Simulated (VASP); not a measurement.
# Sn (Fd-3m) in VASP: further runs, part 3 of 3

VASP 6.6.1. Earlier steps stand in the parts before.

## (7) Single point, HSE06

Contents of POSCAR:

```
Sn
1.0
    0.0000000000      3.2844597764      3.2844597764
    3.2844597764      0.0000000000      3.2844597764
    3.2844597764      3.2844597764      0.0000000000
Sn
2
Direct
    0.0000000000      0.0000000000      0.0000000000
    0.2500000000      0.2500000000      0.2500000000
```

Contents of INCAR.step1:

```
PREC     = Accurate       # precision mode
ENCUT    = 520            # plane-wave cutoff, eV
EDIFF    = 1E-5           # SCF threshold, eV
ISMEAR   = -1             # smearing method
SIGMA    = 0.02           # smearing width, eV
LREAL    = F              # projectors in reciprocal space
LASPH    = T              # aspherical terms in the spheres
NELM     = 80             # most SCF steps
ALGO     = Normal         # electronic algorithm
ISIF     = 2              # what is computed and relaxed
LWAVE    = T              # write WAVECAR
LCHARG   = F              # write CHGCAR
GGA      = PE             # functional
NBANDS   = 21             # bands
```

Contents of INCAR.step2:

```
PREC     = Accurate       # precision mode
ENCUT    = 520            # plane-wave cutoff, eV
EDIFF    = 1E-7           # SCF threshold, eV
ISMEAR   = -1             # smearing method
SIGMA    = 0.02           # smearing width, eV
LREAL    = F              # projectors in reciprocal space
LASPH    = T              # aspherical terms in the spheres
NELM     = 80             # most SCF steps
ALGO     = Normal         # electronic algorithm
ISIF     = 2              # what is computed and relaxed
LWAVE    = F              # write WAVECAR
LCHARG   = F              # write CHGCAR
GGA      = PE             # functional
LHFCALC  = T              # exact exchange
HFSCREEN = 0.2079         # screening, 1/A
PRECFOCK = Normal       
ISTART   = 1            
NBANDS   = 21             # bands
```

Contents of KPOINTS:

```
Automatic mesh
0
Gamma
  4 4 4
```

Potentials or basis: VASP PAW PBE potentials, release 64 (Sn_d).

Launch:

```
$ cat potpaw_PBE.64/Sn_d/POTCAR > POTCAR
$ cp INCAR.step1 INCAR
$ mpirun -np 1 vasp_std > vasp.out
$ cp INCAR.step2 INCAR
$ mpirun -np 1 vasp_std > vasp.out
```

OUTCAR:

```text
PREC = Accurate
   ENCUT = 520
   EDIFF = 1E-7
   ISMEAR = -1
   LREAL = F
   LASPH = T
   NELM = 80
   ISIF = 2
   GGA = PE
   LHFCALC = T
   HFSCREEN = 0.2079
   PRECFOCK = Normal
   ISTART = 1

 ion  position               nearest neighbor table
   1  0.000  0.000  0.000-   2 2.84   2 2.84   2 2.84   2 2.84
   2  0.250  0.250  0.250-   1 2.84   1 2.84   1 2.84   1 2.84

  LATTYP: Found a face centered cubic cell.
 ALAT       =     6.5689195528

  Lattice vectors:

 A1 = (   0.0000000000,   3.2844597764,   3.2844597764)
 A2 = (   3.2844597764,   0.0000000000,   3.2844597764)
 A3 = (   3.2844597764,   3.2844597764,   0.0000000000)

Analysis of symmetry for initial positions (statically):
=====================================================================
 Subroutine PRICEL returns:
 Original cell was already a primitive cell.

 Routine SETGRP: Setting up the symmetry group for a
 face centered cubic supercell.

 Subroutine GETGRP returns: Found 48 space group operations
 (whereof 24 operations were pure point group operations)
 out of a pool of 48 trial point group operations.

The static configuration has the point symmetry T_d .
 The point group associated with its full space group is O_h .

Analysis of symmetry for dynamics (positions and initial velocities):
=====================================================================
 Subroutine PRICEL returns:
 Original cell was already a primitive cell.

 Routine SETGRP: Setting up the symmetry group for a
 face centered cubic supercell.

 Subroutine GETGRP returns: Found 48 space group operations
[... 103 lines left out ...]
   EFERMI_NEDOS =   21; number of points for ismear=-14 and -15
   IALGO  =     38    algorithm
   IMIX   =      1    mixing-type and parameters
     AMIX     =   0.40;   BMIX     =  1.00
     AMIX_MAG =   1.60;   BMIX_MAG =  1.00
  volume/ion in A,a.u.               =      35.43       239.10
  Fermi-wavevector in a.u.,A,eV,Ry     =   1.201306  2.270139 19.635051  1.443136
  Thomas-Fermi vector in A             =   2.337118
   LORBIT       =      0    0 simple, 1 ext, 2 COOP (PROOUT), +10 PAW based schemes
   GGA     = PE    functional components
   LHFCALC =     T    Hartree Fock is set to
   PRECFOCK=normal    Normal, Fast or Accurate (Low or Medium for compatibility)
   ENCUT4O =  -1.0   cutoff for four orbital integrals eV
   NKREDX  =     1    reduce k-point grid by
   NKREDY  =     1    reduce k-point grid by
   NKREDZ  =     1    reduce k-point grid by
   AEXX    =    0.2500 exact exchange contribution
   HFSCREEN=    0.2079 screening length (either q_TF or 0.3 A-1)
   HFSCREENC=   0.2079 screening length for correlation (either q_TF or 0.3 A-1)
   ENCUTFOCK=  -1.0 apply spherical cutoff to Coloumb kernel
   IVDW    =     0    specifies the selected vdW correction
   LEPSILON=     F    determine dielectric tensor
   LRPA    =     F    only Hartree local field effects (RPA)
 non-spin polarized calculation
  energy-cutoff  :      520.00
  volume of cell :       70.86
 maximum number of plane-waves:      1924
 NGX is ok and might be reduce to    36
  NGX = 28; NGY = 28; NGZ = 28

 number of electron      27.9999984 magnetization

 Free energy of the ion-electron system (eV)
  ---------------------------------------------------
  ext. energy  EPLUGINS =         0.00000000
  ---------------------------------------------------
  free energy    TOTEN  =        -8.87103942 eV

  energy without entropy =       -8.86984595  energy(sigma->0) =       -8.87044269

 E-fermi :   5.1156     XC(G=0):  -7.2702

 val. band max:        5.1017230264   @ k =   0.0000   0.0000   0.0000
 cond. band min:       5.4289090230   @ k =   0.5000   0.0000   0.0000
 fundamental gap:      0.3271859965
 Fermi energy:         5.1155851681

 k-point     1 :       0.0000    0.0000    0.0000
  band No.  band energies     occupation
      1     -18.6916      2.00000
      2     -18.6916      2.00000
      3     -18.6916      2.00000
      4     -18.6374      2.00000
      5     -18.6374      2.00000
      6     -18.3468      2.00000
[... 181 lines left out ...]
     20      14.8145      0.00000
     21      16.0165      0.00000

------------------------ aborting loop because EDIFF is reached ----------------------------------------

  FORCE on cell =-STRESS in cart. coord.  units (eV):
  Direction    XX          YY          ZZ          XY          YZ          ZX
  --------------------------------------------------------------------------------------
  -------------------------------------------------------------------------------------
  Total        0.0863447      0.0863447      0.0863447     -0.0000000      0.0000000      0.0000000
  in kB        1.9521995      1.9521995      1.9521995     -0.0000000      0.0000000      0.0000000
  external PRESSURE =       1.9521995 kB  Pullay stress =       0.0000000 kB

 VOLUME and BASIS-vectors are now :
 -----------------------------------------------------------------------------
  energy-cutoff  :      520.00
  volume of cell :       70.86
      direct lattice vectors                 reciprocal lattice vectors
     0.000000000  3.284459776  3.284459776    -0.152232036  0.152232036  0.152232036
     3.284459776  0.000000000  3.284459776     0.152232036 -0.152232036  0.152232036
     3.284459776  3.284459776  0.000000000     0.152232036  0.152232036 -0.152232036

 POSITION                                       TOTAL-FORCE (eV/Angst)
 -----------------------------------------------------------------------------------
      0.00000      0.00000      0.00000         0.000000     -0.000000      0.000000
      1.64223      1.64223      1.64223        -0.000000      0.000000     -0.000000
 -----------------------------------------------------------------------------------
    total drift:                               -0.000000      0.000001     -0.000001

  FREE ENERGIE OF THE ION-ELECTRON SYSTEM (eV)
  ---------------------------------------------------
  free  energy   TOTEN  =        -8.8710394222 eV

  energy  without entropy=       -8.8698459513  energy(sigma->0) =       -8.87044269
```

OUTCAR.step1:

```text
PREC = Accurate
   ENCUT = 520
   EDIFF = 1E-5
   ISMEAR = -1
   LREAL = F
[... 397 lines left out ...]
      0.00000      0.00000      0.00000         0.000000      0.000000      0.000000
      1.64223      1.64223      1.64223        -0.000000     -0.000000     -0.000000
 -----------------------------------------------------------------------------------
    total drift:                                0.000000      0.000000      0.000000

  FREE ENERGIE OF THE ION-ELECTRON SYSTEM (eV)
  ---------------------------------------------------
  free  energy   TOTEN  =        -7.4951303140 eV

  energy  without entropy=       -7.4933923316  energy(sigma->0) =       -7.49426132
```

OSZICAR.step1:

```text
N       E                     dE             d eps       ncg     rms          rms(c)
DAV:   1     0.227093913431E+03    0.22709E+03   -0.14529E+04   336   0.186E+03
DAV:   2     0.176887510238E+02   -0.20941E+03   -0.20562E+03   336   0.453E+02
DAV:   3    -0.670010052220E+01   -0.24389E+02   -0.24246E+02   376   0.141E+02
DAV:   4    -0.751783898643E+01   -0.81774E+00   -0.81733E+00   381   0.284E+01
DAV:   5    -0.755107391052E+01   -0.33235E-01   -0.33234E-01   485   0.544E+00    0.309E+00
DAV:   6    -0.751064243815E+01    0.40431E-01   -0.26730E-02   452   0.197E+00    0.181E+00
DAV:   7    -0.749228015287E+01    0.18362E-01   -0.46475E-02   374   0.213E+00    0.165E-01
DAV:   8    -0.749460406697E+01   -0.23239E-02   -0.58138E-03   381   0.810E-01    0.526E-02
DAV:   9    -0.749510234081E+01   -0.49827E-03   -0.57215E-04   371   0.152E-01    0.129E-02
DAV:  10    -0.749512449375E+01   -0.22153E-04   -0.36127E-05   317   0.515E-02    0.609E-03
DAV:  11    -0.749513031399E+01   -0.58202E-05   -0.10429E-05   284   0.284E-02
   1 F= -.74951303E+01 E0= -.74942613E+01  d E =-.173798E-02
```

Wall time 31 min (1 thread of Intel Xeon 6975P-C (Granite Rapids), shared host); peak memory 0.31 GiB.

Results:

| Item | Value |
| --- | --- |
| Free energy | -8.8710 eV |
| Pressure | 0.2 GPa |
| Band gap on the k mesh | zero (filled and empty bands touch) |

Caveat: the k points lie up to 0.41 Å⁻¹ apart; the PAW data sets were made with another functional, which shifts forces and pressure a little; spin-orbit coupling is left out, which moves the levels of the heavy elements.

## (8) The runs side by side

```csv
task,level,spin,cell,k mesh,cutoff (eV),grid for exact exchange (PRECFOCK),screening parameter,gap on the mesh (eV),pressure (GPa)
single point,PBE,off,"a = 4.645 Å, angles 60.0°, 2 atoms",6 × 6 × 6,520,-,-,none,1.5
single point,PBE,off,"a = 4.708 Å, angles 60.0°, 2 atoms",6 × 6 × 6,520,-,-,none,-0.1
single point,r2SCAN,off,"a = 4.645 Å, angles 60.0°, 2 atoms",6 × 6 × 6,520,-,-,none,0.0
relaxation of cell and atoms,r2SCAN,off,"relaxed from a = 4.708 Å, angles 60.0°, 2 atoms",6 × 6 × 6,600,-,-,none,0.0
single point,PBE,"non-collinear, zero start, SOC","a = 4.645 Å, angles 60.0°, 2 atoms",6 × 6 × 6,520,-,-,-,1.5
single point,HSE06,off,"a = 4.645 Å, angles 60.0°, 2 atoms",4 × 4 × 4,520,Normal,0.2079 1/Å,none,0.2
```

Alike in all rows: potentials or basis VASP PAW PBE potentials, release 64 (Sn_d); smearing fermi-dirac 0.02 eV.

Caveats: some runs use coarse meshes; spin-orbit coupling is left out, which moves the levels of the heavy elements (some runs); the PAW data sets were made with another functional, which shifts forces and pressure a little (some runs).

Total energies depend on the potentials used, so only differences within one code and one set of settings carry meaning.
